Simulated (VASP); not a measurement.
Write the native input for VASP 6.6.1 that does the following.

- Task: single point
- Functional: PBE
- Potentials or basis: VASP PAW PBE potentials, release 64 (Ge_d, Pt)
- Cutoff: 520 eV
- k mesh: 4 × 6 × 4
- Occupations: gaussian, width 0.1 eV
- Spin: no spin polarisation
- Dipole correction: no
- Further INCAR settings: ALGO = Normal; EDIFF = 1e-07; NBANDS = 58

The structure of GePt lies in POSCAR:

```
GePt
1.0
    5.8300210086      0.0000000000      0.0000000000
    0.0000000000      3.7440557320      0.0000000000
    0.0000000000      0.0000000000      6.1767211108
Ge Pt
4 4
Direct
    0.1857872921      0.2500000000      0.5879018538
    0.3142127079      0.7500000000      0.0879018538
    0.6857872921      0.2500000000      0.9120981462
    0.8142127079      0.7500000000      0.4120981462
    0.9978352670      0.2500000000      0.1921988393
    0.5021647330      0.7500000000      0.6921988393
    0.4978352670      0.2500000000      0.3078011607
    0.0021647330      0.7500000000      0.8078011607
```

One way to write it, as run:

INCAR

```
SYSTEM = GePt
PREC = Accurate
ENCUT = 520
EDIFF = 1E-7
ISMEAR = 0
SIGMA = 0.1
LREAL = .False.
LASPH = .True.
NELM = 100
ALGO = Normal
ISIF = 2
LWAVE = .False.
LCHARG = .False.
GGA = PE
NBANDS = 58
```

KPOINTS

```
Automatic mesh
0
Gamma
  4 6 4
  0 0 0
```

Potentials or basis: VASP PAW PBE potentials, release 64 (Ge_d, Pt).

Run with:

```sh
$ cat potpaw_PBE.64/Ge_d/POTCAR potpaw_PBE.64/Pt/POTCAR > POTCAR
$ mpirun -np 1 vasp_std > vasp.out
```

It gave:

```json
{"Pressure": "0.1 GPa", "Largest force": "0.015 eV/Å", "Band gap on the k mesh": "zero (band 48 reaches 9.80 eV, above the bottom of band 49 at 8.65 eV)"}
```

Caveat: spin-orbit coupling is left out, which moves the levels of the heavy elements.

It took 9.6 min on 1 thread of Intel Xeon 6975P-C (shared host), peak memory 0.38 GiB.
